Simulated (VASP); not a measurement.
# CdS5 (P1) in VASP: single point with PBE

Aim: the single point of CdS5 with PBE.

All numbers are computed with VASP 6.6.1; they aren't measurements. Logs are shortened: lines on timing, memory, paths and dates and some standing lists are left out, and cuts for length are marked.

### 1 The cell of the first run

The typed cell holds 12 atoms: a = 4.370 Å, b = 4.422 Å, c = 17.576 Å, α = 86.17°, β = 91.07°, γ = 103.44°.

### 2 Single point, PBE

INCAR reads:

```
ALGO = Normal
EDIFF = 1E-6
ENCUT = 520
GGA = PE
ISIF = 2
ISMEAR = 0
LASPH = T
LCHARG = F
LREAL = F
LWAVE = F
NBANDS = 54
NELM = 60
PREC = Accurate
SIGMA = 0.1
```

KPOINTS reads:

```
k-points
0
Gamma
  4 4 1
```

POSCAR reads:

```
CdS5
1.0
   -2.7029412005      3.4341274955     -0.0017035089
   -2.7410078460     -3.4657336765      0.1814093541
   -0.1083405487     -0.4940737159     17.5686508093
Cd S
2 10
Direct
    1.0324561382      0.0787483733     -0.0007039346
    0.5368821424      0.5809173143      0.4989383696
    0.5507634521      0.2566878441      0.3233112216
    0.0501894456      0.7540317915      0.8237608445
    0.2020861123      0.0392839738      0.2476108698
    0.7037313557      0.5385830723      0.7474053096
    0.4001749478      0.8125526413      0.1712120889
    0.9023697628      0.3131174065      0.6708771559
    0.5334828355      0.1430633464      0.0782756066
    1.0373101562      0.6437925151      0.5779954901
    0.3810734226      0.0664691674      0.4305458354
    0.8774802287      0.5647525542      0.9307711427
```

Potentials or basis: VASP PAW PBE potentials, release 64 (Cd, S).

Command:

```bash
> cat potpaw_PBE.64/Cd/POTCAR potpaw_PBE.64/S/POTCAR > POTCAR
> mpirun -np 1 vasp_std > vasp.out
```

OUTCAR:

```text
EDIFF = 1E-6
   ENCUT = 520
   GGA = PE
   ISIF = 2
   ISMEAR = 0
   LASPH = T
   LREAL = F
   NELM = 60
   PREC = Accurate

 ion  position               nearest neighbor table
   1  0.032  0.079  0.999-   9 2.54  12 2.59  12 2.61   9 2.69
   2  0.537  0.581  0.499-  10 2.54  11 2.59  11 2.61  10 2.69
   3  0.551  0.257  0.323-  11 2.09   5 2.10
   4  0.050  0.754  0.824-  12 2.09   6 2.10
   5  0.202  0.039  0.248-   7 2.05   3 2.10
   6  0.704  0.539  0.747-   8 2.05   4 2.10
   7  0.400  0.813  0.171-   5 2.05   9 2.11
   8  0.902  0.313  0.671-   6 2.05  10 2.11
   9  0.533  0.143  0.078-   7 2.11   1 2.54   1 2.69
  10  0.037  0.644  0.578-   8 2.11   2 2.54   2 2.69
  11  0.381  0.066  0.431-   3 2.09   2 2.59   2 2.61
  12  0.877  0.565  0.931-   4 2.09   1 2.59   1 2.61

  LATTYP: Found a triclinic cell.
 ALAT       =     4.4223685149
 B/A-ratio  =     0.9882158471
 C/A-ratio  =     3.9743252011
 COS(alpha) =     0.0186665568
 COS(beta)  =     0.0668543956
 COS(gamma) =     0.2324895744

  Lattice vectors:

 A1 = (  -2.7410078460,  -3.4657336765,   0.1814093541)
 A2 = (   2.7029412005,  -3.4341274955,   0.0017035089)
 A3 = (  -0.1083405487,  -0.4940737159,  17.5686508093)

Analysis of symmetry for initial positions (statically):
=====================================================================
 Subroutine PRICEL returns:
 Original cell was already a primitive cell.

 Routine SETGRP: Setting up the symmetry group for a
 triclinic supercell.

 Subroutine GETGRP returns: Found  1 space group operations
 (whereof  1 operations were pure point group operations)
 out of a pool of  2 trial point group operations.

The static configuration has the point symmetry C_1 .

Analysis of symmetry for dynamics (positions and initial velocities):
=====================================================================
 Subroutine PRICEL returns:
 Original cell was already a primitive cell.

 Routine SETGRP: Setting up the symmetry group for a
 triclinic supercell.

 Subroutine GETGRP returns: Found  1 space group operations
 (whereof  1 operations were pure point group operations)
 out of a pool of  2 trial point group operations.

The dynamic configuration has the point symmetry C_1 .

 Subroutine INISYM returns: Found  1 space group operations
 (whereof  1 operations are pure point group operations),
 and found     1 'primitive' translations

----------------------------------------------------------------------------------------

                                     Primitive cell

  volume of cell :     329.6392

  direct lattice vectors                    reciprocal lattice vectors
    -2.702941201  3.434127495 -0.001703509    -0.184439963  0.146026810  0.002969248
    -2.741007846 -3.465733677  0.181409354    -0.183024809 -0.144058170 -0.005179929
    -0.108340549 -0.494073716 17.568650809     0.001871983  0.001501667  0.056973342

  length of vectors
     4.370254648  4.422368515 17.575930637     0.235267392  0.232975683  0.057023863

  position of ions in fractional coordinates (direct lattice)
     0.032456138  0.078748373  0.999296065
     0.536882142  0.580917314  0.498938370
     0.550763452  0.256687844  0.323311222
     0.050189446  0.754031791  0.823760845
     0.202086112  0.039283974  0.247610870
     0.703731356  0.538583072  0.747405310
     0.400174948  0.812552641  0.171212089
     0.902369763  0.313117406  0.670877156
     0.533482836  0.143063346  0.078275607
     0.037310156  0.643792515  0.577995490
     0.381073423  0.066469167  0.430545835
     0.877480229  0.564752554  0.930771143

  ion indices of the primitive-cell ions
   primitive index   ion index
                 1           1
                 2           2
                 3           3
                 4           4
                 5           5
                 6           6
                 7           7
                 8           8
                 9           9
                10          10
                11          11
                12          12

----------------------------------------------------------------------------------------

 KPOINTS: k-points

Automatic generation of k-mesh.
 Grid dimensions read from file:
 generate k-points for:    4    4    1

 Generating k-lattice:

  Cartesian coordinates                     Fractional coordinates (reciprocal lattice)
    -0.046109991  0.036506703  0.000742312     0.250000000  0.000000000  0.000000000
    -0.045756202 -0.036014542 -0.001294982    -0.000000000  0.250000000 -0.000000000
     0.001871983  0.001501667  0.056973342     0.000000000  0.000000000  1.000000000

  Length of vectors
     0.058816848  0.058243921  0.057023863

  Shift w.r.t. Gamma in fractional coordinates (k-lattice)
     0.000000000  0.000000000  0.000000000

 Subroutine IBZKPT returns following result:
 ===========================================

 Found     10 irreducible k-points:

 Following reciprocal coordinates:
            Coordinates               Weight
  0.000000  0.000000  0.000000      1.000000
  0.250000  0.000000 -0.000000      2.000000
  0.500000  0.000000 -0.000000      1.000000
 -0.000000  0.250000  0.000000      2.000000
  0.250000  0.250000 -0.000000      2.000000
  0.500000  0.250000 -0.000000      2.000000
 -0.250000  0.250000  0.000000      2.000000
 -0.000000  0.500000  0.000000      1.000000
  0.250000  0.500000  0.000000      2.000000
  0.500000  0.500000 -0.000000      1.000000
   k-points           NKPTS =     10   k-points in BZ     NKDIM =     10   number of bands    NBANDS=     54
   number of dos      NEDOS =    301   number of ions     NIONS =     12
   total plane-waves  NPLWV = 181440
   dimension x,y,z NGX =    36 NGY =   36 NGZ =  140
   dimension x,y,z NGXF=    72 NGYF=   72 NGZF=  280
   ions per type =               2  10
   NGX,Y,Z   is equivalent  to a cutoff of  13.69, 13.53, 13.24 a.u.
   NGXF,Y,Z  is equivalent  to a cutoff of  27.39, 27.07, 26.48 a.u.
 SYSTEM =  unknown system
   PREC   = accura    normal or accurate (medium, high low for compatibility)
   ISTART =      0    job   : 0-new  1-cont  2-samecut
   ICHARG =      2    charge: 1-file 2-atom 10-const
   ISPIN  =      1    spin polarized calculation?
   LNONCOLLINEAR =      F non collinear calculations
   LSORBIT =      F    spin-orbit coupling
   LASPH  =      T    aspherical Exc in radial PAW
   ENCUT  =  520.0 eV  38.22 Ry    6.18 a.u.   8.13  8.22 32.68*2*pi/ulx,y,z
   NELM   =     60;   NELMIN=  2; NELMDL= -5     # of ELM steps
   EDIFF  = 0.1E-05   stopping-criterion for ELM
   LREAL  =      F    real-space projection
   EDIFFG = 0.1E-04   stopping-criterion for IOM
   NSW    =      0    number of steps for IOM
   IBRION =     -1    ionic relax: 0-MD 1-quasi-New 2-CG
   NFREE  =      0    steps in history (QN), initial steepest desc. (CG)
   ISIF   =      2    stress and relaxation
   ISYM   =      2    0-nonsym 1-usesym 2-fastsym
   POTIM  = 0.5000    time-step for ionic-motion
   TEBEG  =    0.0;   TEEND  =   0.0 temperature during run
   PSTRESS=    0.0 pullay stress
   NELECT =      84.0000    total number of electrons
   NUPDOWN=      -1.0000    fix difference up-down
   EMIN   =  10.00;   EMAX   =-10.00  energy-range for DOS
   EFERMI =   0.00;   METHOD = LEGACY
   ISMEAR =     0;   SIGMA  =   0.10  broadening in eV -4-tet -1-fermi 0-gaus
   EFERMI_NEDOS =   21; number of points for ismear=-14 and -15
   IALGO  =     38    algorithm
   IMIX   =      4    mixing-type and parameters
     AMIX     =   0.40;   BMIX     =  1.00
     AMIX_MAG =   1.60;   BMIX_MAG =  1.00
  volume/ion in A,a.u.               =      27.47       185.38
  Fermi-wavevector in a.u.,A,eV,Ry     =   1.037899  1.961344 14.656656  1.077234
  Thomas-Fermi vector in A             =   2.172358
   LORBIT       =      0    0 simple, 1 ext, 2 COOP (PROOUT), +10 PAW based schemes
   GGA     = PE    functional components
   LHFCALC =     F    Hartree Fock is set to
   AEXX    =    0.0000 exact exchange contribution
   IVDW    =     0    specifies the selected vdW correction
   LEPSILON=     F    determine dielectric tensor
   LRPA    =     F    only Hartree local field effects (RPA)
 non-spin polarized calculation
 Gauss-broadening in eV      SIGMA  =   0.10
  energy-cutoff  :      520.00
  volume of cell :      329.64
 maximum number of plane-waves:      8910
 NGX is ok and might be reduce to    36
   NGX = 17   NGY = 17   NGZ = 65

 number of electron      84.0000003 magnetization

 Free energy of the ion-electron system (eV)
  ---------------------------------------------------
  ext. energy  EPLUGINS =         0.00000000
  ---------------------------------------------------
  free energy    TOTEN  =       -43.65797220 eV

  energy without entropy =      -43.65797220  energy(sigma->0) =      -43.65797220

 E-fermi :   1.9330     XC(G=0):  -8.1512

 val. band max:        1.4530367984   @ k =   0.2500   0.5000   0.0000
 cond. band min:       2.6948184821   @ k =   0.0000   0.0000   0.0000
 fundamental gap:      1.2417816837
 Fermi energy:         1.9330168219

 k-point     1 :       0.0000    0.0000    0.0000
  band No.  band energies     occupation
      1     -14.4619      2.00000
      2     -14.4394      2.00000
      3     -13.2241      2.00000
      4     -13.1146      2.00000
      5     -11.6031      2.00000
      6     -11.3237      2.00000
[... 46 lines left out ...]
     53       5.5247      0.00000
     54       6.2142      0.00000

 k-point     2 :       0.2500    0.0000   -0.0000
  band No.  band energies     occupation
      1     -14.3984      2.00000
      2     -14.3820      2.00000
      3     -13.1711      2.00000
      4     -13.0939      2.00000
      5     -11.5402      2.00000
      6     -11.3493      2.00000
[... 448 lines left out ...]
 k-point    10 :       0.5000    0.5000   -0.0000
  band No.  band energies     occupation
      1     -14.2188      2.00000
      2     -14.2078      2.00000
      3     -13.0837      2.00000
      4     -13.0340      2.00000
      5     -11.4270      2.00000
      6     -11.2860      2.00000
[... 46 lines left out ...]
     53       6.7224      0.00000
     54       7.1297      0.00000

------------------------ aborting loop because EDIFF is reached ----------------------------------------

  FORCE on cell =-STRESS in cart. coord.  units (eV):
  Direction    XX          YY          ZZ          XY          YZ          ZX
  --------------------------------------------------------------------------------------
  -------------------------------------------------------------------------------------
  Total       -0.3030706     -0.0813047     -0.9380993     -0.0569504      0.1289023     -0.1978904
  in kB       -1.4730435     -0.3951732     -4.5595355     -0.2768017      0.6265163     -0.9618262
  external PRESSURE =      -2.1425841 kB  Pullay stress =       0.0000000 kB

 VOLUME and BASIS-vectors are now :
 -----------------------------------------------------------------------------
  energy-cutoff  :      520.00
  volume of cell :      329.64
      direct lattice vectors                 reciprocal lattice vectors
    -2.702941201  3.434127495 -0.001703509    -0.184439963  0.146026810  0.002969248
    -2.741007846 -3.465733677  0.181409354    -0.183024809 -0.144058170 -0.005179929
    -0.108340549 -0.494073716 17.568650809     0.001871983  0.001501667  0.056973342

 POSITION                                       TOTAL-FORCE (eV/Angst)
 -----------------------------------------------------------------------------------
     -0.41184     -0.65519     17.57051         0.006593      0.010279     -0.004140
     -3.09752     -0.41610      8.87014         0.010882      0.015978     -0.002773
     -2.22729      0.84204      5.72577         0.126797     -0.016822      0.032966
     -2.29171     -2.84791     14.60907         0.085239     -0.011420      0.028887
     -0.68073      0.43550      4.35697        -0.062385      0.116885     -0.010703
     -3.45938      0.18084     13.22741        -0.042265      0.092228     -0.020948
     -3.32741     -1.52643      3.15469        -0.061702     -0.123079      0.014550
     -3.36999      1.68221     11.84167        -0.059131     -0.103871      0.013445
     -1.84259      1.29755      1.40024         0.041449      0.034602      0.093233
     -1.92811     -2.38866     10.27133         0.038922      0.025233      0.106140
     -1.25886      0.86557      7.57552        -0.049274     -0.026185     -0.125035
     -4.02061      0.59623     16.45335        -0.035125     -0.013828     -0.125621
 -----------------------------------------------------------------------------------
    total drift:                                0.000914      0.000816      0.000276

  FREE ENERGIE OF THE ION-ELECTRON SYSTEM (eV)
  ---------------------------------------------------
  free  energy   TOTEN  =       -43.6579722048 eV

  energy  without entropy=      -43.6579722048  energy(sigma->0) =      -43.65797220
```

Wall time 2.3 min (1 thread of AMD EPYC 9R45 (Zen 5), shared host); peak memory 0.47 GiB.

Results:

```yaml
Free_energy: -43.6580 eV
Pressure: -0.2 GPa
Largest_force: 0.138 eV/Å
Band_gap_on_the_k_mesh: 1.24 eV
```

Forces on the atoms (eV/Å):
```
Cd   0.007  0.010 -0.004
Cd   0.011  0.016 -0.003
S    0.127 -0.017  0.033
S    0.085 -0.011  0.029
S   -0.062  0.117 -0.011
S   -0.042  0.092 -0.021
S   -0.062 -0.123  0.015
S   -0.059 -0.104  0.013
S    0.041  0.035  0.093
S    0.039  0.025  0.106
S   -0.049 -0.026 -0.125
S   -0.035 -0.014 -0.126
```

Stress tensor (GPa, compression positive):
```
-0.15 -0.03 -0.10
-0.03 -0.04  0.06
-0.10  0.06 -0.46
```

Caveat: an odd mesh through Γ misses points on the zone boundary, where band edges can lie.
